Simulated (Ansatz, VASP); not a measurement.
GaN: VASP beside Ansatz

File INCAR:

```
SYSTEM = GaN
  ALGO = Normal
  EDIFF = 1E-6
  ENCUT = 520
  GGA = PE
  ISIF = 2
  ISMEAR = 0
  LASPH = .TRUE.
  LCHARG = .TRUE.
  LELF = .TRUE.
  LREAL = .FALSE.
  LVHAR = .TRUE.
  LWAVE = .FALSE.
  NBANDS = 26
  NELM = 100
  PREC = Accurate
  SIGMA = 0.05
```

The input KPOINTS:

```
k-points
0
G
  12 12 6
  0 0 0
```

Contents of POSCAR:

```
GaN
1.0
    3.2184289164      0.0402303615      0.0000000000
   -1.5743739432      2.7671260212      0.0000000000
    0.0000000000      0.0000000000      5.2430304702
Ga N
2 2
Direct
    0.3333333333      0.6666666667      0.9991316875
    0.6666666667      0.3333333333      0.4991316875
    0.3333333333      0.6666666667      0.3758683125
    0.6666666667      0.3333333333      0.8758683125
```

Input for Ansatz:

```yaml
crystal:
  lattice:
    - [3.2184289164, 0.0402303615, 0.0]
    - [-1.5743739432, 2.7671260212, 0.0]
    - [0.0, 0.0, 5.2430304702]
  atoms:
    - { symbol: Ga, position: [0.3333333333, 0.6666666667, 0.9991316875] }
    - { symbol: Ga, position: [0.6666666667, 0.3333333333, 0.4991316875] }
    - { symbol: "N", position: [0.3333333333, 0.6666666667, 0.3758683125] }
    - { symbol: "N", position: [0.6666666667, 0.3333333333, 0.8758683125] }
basis:
  ecutwfc: 420
kpoints:
  mp_grid: { grid: [12, 12, 6] }
hamiltonian:
  xc: pbe
scf:
  occupations: { method: gaussian, width: 0.05 }
output:
  forces: true
  stress: true
  eigenvalues: true
```

Change from the starting cell: strain +0.0250 x Voigt [0, 0, 0, 0, 0, 1], atoms carried along.

Alike in both runs: task single point; functional PBE; k mesh 12 × 12 × 6; occupations gaussian, width 0.05 eV; no spin polarisation.

|  | VASP | Ansatz |
| --- | --- | --- |
| version | VASP 6.6.1 | Ansatz 0.2.0 |
| potentials or method | VASP PAW PBE potentials, release 64 (Ga_d, N), cutoff 520 eV | scalar-relativistic, plane waves, PAW |
| valence electrons in the cell | 36 | 36 |

|  | VASP | Ansatz | Ansatz less VASP |
| --- | --- | --- | --- |
| gap on the k mesh at the Fermi level (eV) | 1.66 | 1.66 | -0.006 |
| least direct gap on the mesh (eV) | 1.66 | 1.66 | -0.006 |
| pressure (GPa) | 0.2 | 0.1 | -0.14 |
| traceless stress, the component that is largest in VASP (GPa) | -3.55 | -3.56 | -0.009 |
| rms of the force components (eV/Å) | 0.109 | 0.111 | +0.0018 |

Atom by atom the forces differ by 0.002 eV/Å (rms over components). With one functional, cell and mesh, what is left measures potentials, basis and numerics.
